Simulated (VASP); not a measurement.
# RbBr (Fm-3m) in VASP: settings compared

The runs below take RbBr through single point, with PBEsol, PBE.

Everything below comes from runs of VASP 6.6.1. Logs are shortened: lines on timing, memory, paths and dates and some standing lists are left out, and cuts for length are marked.

### 1 The cell of the first run

The structure is cubic, space group Fm-3m (No. 225). The conventional cell has a = 6.922 Å, b = 6.922 Å, c = 6.922 Å, α = 90.00°, β = 90.00°, γ = 90.00°. Rb (site symmetry m-3m) has 6 Br at 3.46 Å within 4.5 Å. Br (site symmetry m-3m) has 6 Rb at 3.46 Å within 4.5 Å.

### 2 Single point, PBEsol

Input file INCAR:

```
SYSTEM = RbBr
  ALGO = Normal
  EDIFF = 1E-6
  ENCUT = 500
  GGA = PS
  GGA_COMPAT = .FALSE.
  ISIF = 2
  ISMEAR = 0
  LASPH = .TRUE.
  LCHARG = .TRUE.
  LELF = .TRUE.
  LREAL = .FALSE.
  LVHAR = .TRUE.
  LWAVE = .FALSE.
  NBANDS = 15
  NELM = 120
  PREC = Accurate
  SIGMA = 0.01
```

Input file KPOINTS:

```
k-points
0
G
  4 4 4
  0 0 0
```

Input file POSCAR:

```
RbBr
1.0
    0.0000000000      3.4608261073      3.4608261073
    3.4608261073      0.0000000000      3.4608261073
    3.4608261073      3.4608261073      0.0000000000
Rb Br
1 1
Direct
    0.0000000000      0.0000000000      0.0000000000
    0.5000000000      0.5000000000      0.5000000000
```

Potentials or basis: VASP PAW PBE potentials, release 64 (Rb_sv, Br).

On the command line:

```
cat potpaw_PBE.64/Rb_sv/POTCAR potpaw_PBE.64/Br/POTCAR > POTCAR
mpirun -np 1 vasp_std > vasp.out
```

OUTCAR:

```text
SYSTEM = RbBr
   EDIFF = 1E-6
   ENCUT = 500
   GGA = PS
   ISIF = 2
   ISMEAR = 0
   LASPH = .TRUE.
   LREAL = .FALSE.
   NELM = 120
   PREC = Accurate

 ion  position               nearest neighbor table
   1  0.000  0.000  0.000-   2 3.46   2 3.46   2 3.46   2 3.46   2 3.46   2 3.46
   2  0.500  0.500  0.500-   1 3.46   1 3.46   1 3.46   1 3.46   1 3.46   1 3.46

  LATTYP: Found a face centered cubic cell.
 ALAT       =     6.9216522146

  Lattice vectors:

 A1 = (   0.0000000000,   3.4608261073,   3.4608261073)
 A2 = (   3.4608261073,   0.0000000000,   3.4608261073)
 A3 = (   3.4608261073,   3.4608261073,   0.0000000000)

Analysis of symmetry for initial positions (statically):
=====================================================================
 Subroutine PRICEL returns:
 Original cell was already a primitive cell.

 Routine SETGRP: Setting up the symmetry group for a
 face centered cubic supercell.

 Subroutine GETGRP returns: Found 48 space group operations
 (whereof 48 operations were pure point group operations)
 out of a pool of 48 trial point group operations.

The static configuration has the point symmetry O_h .

Analysis of symmetry for dynamics (positions and initial velocities):
=====================================================================
 Subroutine PRICEL returns:
 Original cell was already a primitive cell.

 Routine SETGRP: Setting up the symmetry group for a
 face centered cubic supercell.

 Subroutine GETGRP returns: Found 48 space group operations
 (whereof 48 operations were pure point group operations)
 out of a pool of 48 trial point group operations.

The dynamic configuration has the point symmetry O_h .

 Subroutine INISYM returns: Found 48 space group operations
 (whereof 48 operations are pure point group operations),
 and found     1 'primitive' translations

----------------------------------------------------------------------------------------

                                     Primitive cell

  volume of cell :      82.9028

  direct lattice vectors                    reciprocal lattice vectors
     0.000000000  3.460826107  3.460826107    -0.144474176  0.144474176  0.144474176
     3.460826107  0.000000000  3.460826107     0.144474176 -0.144474176  0.144474176
     3.460826107  3.460826107  0.000000000     0.144474176  0.144474176 -0.144474176

  length of vectors
     4.894347218  4.894347218  4.894347218     0.250236613  0.250236613  0.250236613

  position of ions in fractional coordinates (direct lattice)
     0.000000000  0.000000000  0.000000000
     0.500000000  0.500000000  0.500000000

  ion indices of the primitive-cell ions
   primitive index   ion index
                 1           1
                 2           2

----------------------------------------------------------------------------------------

 KPOINTS: k-points

Automatic generation of k-mesh.
 Grid dimensions read from file:
 generate k-points for:    4    4    4

 Generating k-lattice:

  Cartesian coordinates                     Fractional coordinates (reciprocal lattice)
    -0.036118544  0.036118544  0.036118544     0.250000000  0.000000000  0.000000000
     0.036118544 -0.036118544  0.036118544     0.000000000  0.250000000  0.000000000
     0.036118544  0.036118544 -0.036118544     0.000000000  0.000000000  0.250000000

  Length of vectors
     0.062559153  0.062559153  0.062559153

  Shift w.r.t. Gamma in fractional coordinates (k-lattice)
     0.000000000  0.000000000  0.000000000

 Subroutine IBZKPT returns following result:
 ===========================================

 Found      8 irreducible k-points:

 Following reciprocal coordinates:
            Coordinates               Weight
  0.000000  0.000000  0.000000      1.000000
  0.250000  0.000000  0.000000      8.000000
  0.500000  0.000000  0.000000      4.000000
  0.250000  0.250000  0.000000      6.000000
  0.500000  0.250000  0.000000     24.000000
 -0.250000  0.250000  0.000000     12.000000
  0.500000  0.500000  0.000000      3.000000
 -0.250000  0.500000  0.250000      6.000000
   k-points           NKPTS =      8   k-points in BZ     NKDIM =      8   number of bands    NBANDS=     15
   number of dos      NEDOS =    301   number of ions     NIONS =      2
   total plane-waves  NPLWV =  46656
   dimension x,y,z NGX =    36 NGY =   36 NGZ =   36
   dimension x,y,z NGXF=    72 NGYF=   72 NGZF=   72
   ions per type =               1   1
   NGX,Y,Z   is equivalent  to a cutoff of  12.23, 12.23, 12.23 a.u.
   NGXF,Y,Z  is equivalent  to a cutoff of  24.46, 24.46, 24.46 a.u.
 SYSTEM =  RbBr
   PREC   = accura    normal or accurate (medium, high low for compatibility)
   ISTART =      0    job   : 0-new  1-cont  2-samecut
   ICHARG =      2    charge: 1-file 2-atom 10-const
   ISPIN  =      1    spin polarized calculation?
   LNONCOLLINEAR =      F non collinear calculations
   LSORBIT =      F    spin-orbit coupling
   LASPH  =      T    aspherical Exc in radial PAW
   ENCUT  =  500.0 eV  36.75 Ry    6.06 a.u.   8.92  8.92  8.92*2*pi/ulx,y,z
   NELM   =    120;   NELMIN=  2; NELMDL= -5     # of ELM steps
   EDIFF  = 0.1E-05   stopping-criterion for ELM
   LREAL  =      F    real-space projection
   EDIFFG = 0.1E-04   stopping-criterion for IOM
   NSW    =      0    number of steps for IOM
   IBRION =     -1    ionic relax: 0-MD 1-quasi-New 2-CG
   NFREE  =      0    steps in history (QN), initial steepest desc. (CG)
   ISIF   =      2    stress and relaxation
   ISYM   =      2    0-nonsym 1-usesym 2-fastsym
   POTIM  = 0.5000    time-step for ionic-motion
   TEBEG  =    0.0;   TEEND  =   0.0 temperature during run
   PSTRESS=    0.0 pullay stress
   NELECT =      16.0000    total number of electrons
   NUPDOWN=      -1.0000    fix difference up-down
   EMIN   =  10.00;   EMAX   =-10.00  energy-range for DOS
   EFERMI =   0.00;   METHOD = LEGACY
   ISMEAR =     0;   SIGMA  =   0.01  broadening in eV -4-tet -1-fermi 0-gaus
   EFERMI_NEDOS =   21; number of points for ismear=-14 and -15
   IALGO  =     38    algorithm
   IMIX   =      4    mixing-type and parameters
     AMIX     =   0.40;   BMIX     =  1.00
     AMIX_MAG =   1.60;   BMIX_MAG =  1.00
  volume/ion in A,a.u.               =      41.45       279.73
  Fermi-wavevector in a.u.,A,eV,Ry     =   0.946074  1.787820 12.177973  0.895056
  Thomas-Fermi vector in A             =   2.074037
   LORBIT       =      0    0 simple, 1 ext, 2 COOP (PROOUT), +10 PAW based schemes
   GGA     = PS    functional components
   LHFCALC =     F    Hartree Fock is set to
   AEXX    =    0.0000 exact exchange contribution
   IVDW    =     0    specifies the selected vdW correction
   LEPSILON=     F    determine dielectric tensor
   LRPA    =     F    only Hartree local field effects (RPA)
 non-spin polarized calculation
 Gauss-broadening in eV      SIGMA  =   0.01
  energy-cutoff  :      500.00
  volume of cell :       82.90
 maximum number of plane-waves:      2148
   NGX = 17   NGY = 17   NGZ = 17

 number of electron      15.9999997 magnetization

 Free energy of the ion-electron system (eV)
  ---------------------------------------------------
  ext. energy  EPLUGINS =         0.00000000
  ---------------------------------------------------
  free energy    TOTEN  =        -6.35196973 eV

  energy without entropy =       -6.35196973  energy(sigma->0) =       -6.35196973

 E-fermi :  -1.8730     XC(G=0):  -7.2826

 val. band max:       -1.9517288301   @ k =   0.0000   0.0000   0.0000
 cond. band min:       2.1945593343   @ k =   0.0000   0.0000   0.0000
 fundamental gap:      4.1462881644
 Fermi energy:        -1.8729569517

 k-point     1 :       0.0000    0.0000    0.0000
  band No.  band energies     occupation
      1     -26.3704      2.00000
      2     -14.1155      2.00000
      3     -10.4549      2.00000
      4     -10.4549      2.00000
      5     -10.4549      2.00000
      6      -1.9517      2.00000
      7      -1.9517      2.00000
      8      -1.9517      2.00000
      9       2.1946      0.00000
     10       5.2443      0.00000
     11       5.2443      0.00000
     12       5.2443      0.00000
     13       6.1124      0.00000
     14       6.1124      0.00000
     15       8.7925      0.00000

 k-point     2 :       0.2500    0.0000    0.0000
  band No.  band energies     occupation
      1     -26.3662      2.00000
      2     -14.1332      2.00000
      3     -10.4587      2.00000
      4     -10.4587      2.00000
      5     -10.4359      2.00000
      6      -2.5010      2.00000
      7      -2.1278      2.00000
      8      -2.1278      2.00000
      9       3.4424      0.00000
     10       5.0750      0.00000
     11       5.9502      0.00000
     12       5.9502      0.00000
     13       6.9471      0.00000
     14       6.9471      0.00000
     15      10.2157      0.00000

 k-point     3 :       0.5000    0.0000    0.0000
  band No.  band energies     occupation
      1     -26.3621      2.00000
      2     -14.1507      2.00000
      3     -10.4625      2.00000
      4     -10.4625      2.00000
      5     -10.4172      2.00000
      6      -2.9171      2.00000
      7      -2.2896      2.00000
      8      -2.2896      2.00000
      9       4.6485      0.00000
     10       5.5614      0.00000
     11       7.3969      0.00000
     12       7.3969      0.00000
     13       8.0234      0.00000
     14       8.0234      0.00000
     15       8.6807      0.00000

 k-point     4 :       0.2500    0.2500    0.0000
  band No.  band energies     occupation
      1     -26.3650      2.00000
      2     -14.1152      2.00000
      3     -10.4877      2.00000
      4     -10.4877      2.00000
      5     -10.4562      2.00000
      6      -2.5413      2.00000
      7      -2.0504      2.00000
      8      -2.0504      2.00000
      9       3.5396      0.00000
     10       4.2068      0.00000
     11       6.5565      0.00000
     12       6.6812      0.00000
     13       6.6812      0.00000
     14       7.4399      0.00000
     15       9.7708      0.00000

 k-point     5 :       0.5000    0.2500    0.0000
  band No.  band energies     occupation
      1     -26.3610      2.00000
      2     -14.1083      2.00000
      3     -10.5373      2.00000
      4     -10.4920      2.00000
      5     -10.4754      2.00000
      6      -2.6040      2.00000
      7      -2.2946      2.00000
      8      -2.2015      2.00000
      9       4.3842      0.00000
     10       5.1414      0.00000
     11       6.8233      0.00000
     12       7.1830      0.00000
     13       7.5744      0.00000
     14       8.0247      0.00000
     15       8.7319      0.00000

 k-point     6 :      -0.2500    0.2500    0.0000
  band No.  band energies     occupation
      1     -26.3622      2.00000
      2     -14.1266      2.00000
      3     -10.5295      2.00000
      4     -10.4630      2.00000
      5     -10.4327      2.00000
      6      -2.7084      2.00000
      7      -2.2743      2.00000
      8      -2.2001      2.00000
      9       4.5625      0.00000
     10       5.0791      0.00000
     11       6.5766      0.00000
     12       6.6424      0.00000
     13       7.2945      0.00000
     14       8.5069      0.00000
     15       8.7934      0.00000

 k-point     7 :       0.5000    0.5000    0.0000
  band No.  band energies     occupation
      1     -26.3598      2.00000
      2     -14.0647      2.00000
      3     -10.6224      2.00000
      4     -10.5211      2.00000
      5     -10.5211      2.00000
      6      -2.4292      2.00000
      7      -2.1124      2.00000
      8      -2.1124      2.00000
      9       3.5798      0.00000
     10       4.9577      0.00000
     11       6.9557      0.00000
     12       7.1400      0.00000
     13       7.3021      0.00000
     14       8.7571      0.00000
     15       8.7571      0.00000

 k-point     8 :      -0.2500    0.5000    0.2500
  band No.  band energies     occupation
      1     -26.3597      2.00000
      2     -14.0891      2.00000
      3     -10.5717      2.00000
      4     -10.5717      2.00000
      5     -10.4403      2.00000
      6      -2.4277      2.00000
      7      -2.3015      2.00000
      8      -2.3015      2.00000
      9       4.9960      0.00000
     10       4.9960      0.00000
     11       6.0974      0.00000
     12       6.4519      0.00000
     13       8.7773      0.00000
     14       8.7982      0.00000
     15       8.8231      0.00000

------------------------ aborting loop because EDIFF is reached ----------------------------------------

  FORCE on cell =-STRESS in cart. coord.  units (eV):
  Direction    XX          YY          ZZ          XY          YZ          ZX
  --------------------------------------------------------------------------------------
  -------------------------------------------------------------------------------------
  Total       -0.2079335     -0.2079335     -0.2079335     -0.0000000      0.0000000     -0.0000000
  in kB       -4.0185165     -4.0185165     -4.0185165     -0.0000000      0.0000000     -0.0000000
  external PRESSURE =      -4.0185165 kB  Pullay stress =       0.0000000 kB

 VOLUME and BASIS-vectors are now :
 -----------------------------------------------------------------------------
  energy-cutoff  :      500.00
  volume of cell :       82.90
      direct lattice vectors                 reciprocal lattice vectors
     0.000000000  3.460826107  3.460826107    -0.144474176  0.144474176  0.144474176
     3.460826107  0.000000000  3.460826107     0.144474176 -0.144474176  0.144474176
     3.460826107  3.460826107  0.000000000     0.144474176  0.144474176 -0.144474176

 POSITION                                       TOTAL-FORCE (eV/Angst)
 -----------------------------------------------------------------------------------
      0.00000      0.00000      0.00000        -0.000000      0.000000      0.000000
      3.46083      3.46083      3.46083         0.000000     -0.000000     -0.000000
 -----------------------------------------------------------------------------------
    total drift:                                0.000000      0.000000      0.000000

  FREE ENERGIE OF THE ION-ELECTRON SYSTEM (eV)
  ---------------------------------------------------
  free  energy   TOTEN  =        -6.3519697348 eV

  energy  without entropy=       -6.3519697348  energy(sigma->0) =       -6.35196973
```

It took 27 s on 1 thread of Intel Xeon 8259CL, shared host; peak memory 0.2 GiB.

Results:

```yaml
Free_energy: -6.3520 eV
Pressure: -0.4 GPa
Band_gap_on_the_k_mesh: 4.15 eV, direct
```

Caveat: the PAW data sets were made with another functional, which shifts forces and pressure a little. Expect the measured gap to be larger: semilocal functionals such as PBEsol lack the derivative discontinuity.

(Continued in part 2 of 2.)
